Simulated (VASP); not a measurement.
A run of VASP 6.6.1 is set up as follows.

INCAR

```
ALGO = Fast
EDIFF = 1E-6
ENCUT = 520
GGA = PE
ISIF = 2
ISMEAR = 0
LASPH = True
LCHARG = True
LELF = True
LREAL = False
LVHAR = True
LWAVE = False
NBANDS = 11
NELM = 80
PREC = Accurate
SIGMA = 0.1
```

The input KPOINTS:

```
k-points
0
Gamma
  8 8 6
```

POSCAR

```
Pt
1.0
    1.3362017176     -2.3165108088      0.0000000000
    1.3362017176      2.3165108088      0.0000000000
    0.0000000000      0.0000000000      2.7333774921
Pt
1
Direct
    0.0000000000      0.0000000000      0.0000000000
```

Potentials or basis: VASP PAW PBE potentials, release 64 (Pt).

The run is started by

```sh
$ cat potpaw_PBE.64/Pt/POTCAR > POTCAR
$ mpirun -np 1 vasp_std > vasp.out
```

Task: What does it give for the pressure?

Result: -0.6 GPa.

Task: Estimate the band gap on the k mesh.

Result: Zero (bands 5 and 6 overlap by 2.50 eV).

Stress tensor (GPa, compression positive):
```
-0.31  0.00  0.00
 0.00 -0.64  0.00
 0.00  0.00 -0.73
```

Caveat: the k points lie up to 0.38 Å⁻¹ apart, too coarse for converged energies and pressures of a metal; spin-orbit coupling is left out, which moves the levels of the heavy elements.
